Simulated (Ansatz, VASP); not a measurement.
## One calculation of Al2Cu, two programs

```
Al Cu
1.0
    -2.96565    2.96565    2.51450
     2.96565   -2.96565    2.51450
     2.96565    2.96565   -2.51450
Al Cu
4 2
Direct
  0.15872 0.65872 0.81744
  0.65872 0.84128 0.50000
  0.84128 0.34128 0.18256
  0.34128 0.15872 0.50000
  0.75000 0.75000 0.00000
  0.25000 0.25000 0.00000
```

Alike in both runs: task single point; functional PBE; k mesh 10 × 10 × 10; occupations gaussian, width 0.15 eV; no spin polarisation.

|  | VASP | Ansatz |
| --- | --- | --- |
| version | VASP 6.6.1 | Ansatz 0.2.0 |
| potentials or method | VASP PAW PBE potentials, release 64 (Al, Cu), cutoff 520 eV | scalar-relativistic, plane waves, PAW |
| valence electrons in the cell | 34 | 50 |

|  | VASP | Ansatz | Ansatz less VASP |
| --- | --- | --- | --- |
| gap on the k mesh at the Fermi level (eV) | none | none | - |
| pressure (GPa) | 1.5 | 1.4 | -0.12 |
| traceless stress, the component that is largest in VASP (GPa) | -4.01 | -4.07 | -0.060 |
| rms of the force components (eV/Å) | 0.061 | 0.063 | +0.0017 |

Atom by atom the forces differ by 0.002 eV/Å (rms over components). A gap of «none» marks a metal or a gap that the smearing closes. With one functional, cell and mesh, what is left measures potentials, basis and numerics. VASP's potentials hold 34 valence electrons a cell and Ansatz's 50, so a difference there can come from the potentials and not from the codes.
